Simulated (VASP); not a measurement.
Input of a VASP 6.6.1 run:

The input INCAR:

```
  PREC = Accurate
  ENCUT = 520
  EDIFF = 1E-6
  ISMEAR = 0
  SIGMA = 0.1
  LREAL = F
  LASPH = T
  NELM = 60
  ALGO = Normal
  ISIF = 2
  LWAVE = F
  LCHARG = F
  GGA = PE
  NBANDS = 20
```

The input KPOINTS:

```
regular mesh
0
Gamma
  12 12 6
```

POSCAR

```
Si3S2
1.0
    4.2549575691      0.0000000000      0.0000000000
   -2.1274787845      3.6849013469      0.0000000000
    0.0000000000      0.0000000000      5.4903904698
Si S
3 2
Direct
    0.0000000000      0.0000000000      0.0000000000
    0.3333333333      0.6666666667      0.7730851293
    0.6666666667      0.3333333333      0.2269148707
    0.3333333333      0.6666666667      0.3547747958
    0.6666666667      0.3333333333      0.6452252042
```

Potentials or basis: VASP PAW PBE potentials, release 64 (Si, S).

Run with:

```bash
$ cat potpaw_PBE.64/Si/POTCAR potpaw_PBE.64/S/POTCAR > POTCAR
$ mpirun -np 1 vasp_std > vasp.out
```

(1) Predict the pressure.

(2) Predict the band gap on the k mesh.

(3) Estimate the largest force.

Answers

(1) -0.1 GPa.

(2) zero (bands 12 and 13 overlap by 2.12 eV).

(3) 0.023 eV/Å.
